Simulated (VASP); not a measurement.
AlN, 2 atoms in the cell. The structure is cubic, space group F-43m (No. 216). Conventional cell: a = 4.309 Å, b = 4.309 Å, c = 4.309 Å, α = 90.00°, β = 90.00°, γ = 90.00°. Within 2.5 Å of Al (site symmetry -43m) lie 4 N at 1.87 Å. N (site symmetry -43m) has 4 Al at 1.87 Å within 2.5 Å. 

| Item | Value |
| --- | --- |
| Program | VASP 6.6.1 |
| Task | single point |
| Functional | r2SCAN |
| Potentials or basis | VASP PAW PBE potentials, release 64 (Al, N) |
| Cutoff | 520 eV |
| k mesh | 10 × 10 × 10 |
| Occupations | fermi-dirac, width 0.05 eV |
| Spin | no spin polarisation |
| Dipole correction | no |
| Further INCAR settings | ALGO = Normal; EDIFF = 1e-06; NBANDS = 11 |

Potentials or basis: VASP PAW PBE potentials, release 64 (Al, N).

Run with:

```console
$ cat potpaw_PBE.64/Al/POTCAR potpaw_PBE.64/N/POTCAR > POTCAR
$ cp INCAR.step1 INCAR
$ mpirun -np 1 vasp_std > vasp.out
$ cp INCAR.step2 INCAR
$ mpirun -np 1 vasp_std > vasp.out
```

Hardware: 1 thread of Intel Xeon 8259CL, on a shared host.

Task: How long does it take, and how much memory?

Result: Wall time 58 s on 1 thread of Intel Xeon 8259CL, on a shared host, peak memory 0.14 GiB. Counts: k points 47.
